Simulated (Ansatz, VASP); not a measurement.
## HgTe in VASP and in Ansatz

```
Hg Te
1.0
    -3.02516    3.02516    1.54894
     3.02516   -3.02516    1.54894
     3.02516    3.02516   -1.54894
Hg Te
1 1
Direct
  0.75000 0.25000 0.50000
  0.00000 0.00000 0.00000
```

Alike in both runs: task single point; functional LDA; k mesh 10 × 10 × 10; occupations fermi-dirac, width 0.05 eV; no spin polarisation.

```csv
,VASP,Ansatz
version,VASP 6.6.1,Ansatz 0.2.0
potentials or method,"VASP PAW LDA potentials, release 64 (Hg, Te)",Ansatz PAW
plane-wave cutoff (eV),520,420
valence electrons in the cell,18,36
```

|  | VASP | Ansatz | Ansatz less VASP |
| --- | --- | --- | --- |
| gap on the k mesh at the Fermi level (eV) | none | none | - |
| pressure (GPa) | -4.0 | -4.2 | -0.21 |
| traceless stress, the component that is largest in VASP (GPa) | 2.94 | 2.90 | -0.048 |

LDA's correlation is that of Perdew and Zunger in VASP and of Perdew and Wang (1992) in Ansatz. A gap of «none» marks a metal or a gap that the smearing closes. VASP's potentials hold 18 valence electrons a cell and Ansatz's 36, so a difference there can come from the potentials and not from the codes.

Neither program's run includes spin-orbit coupling.
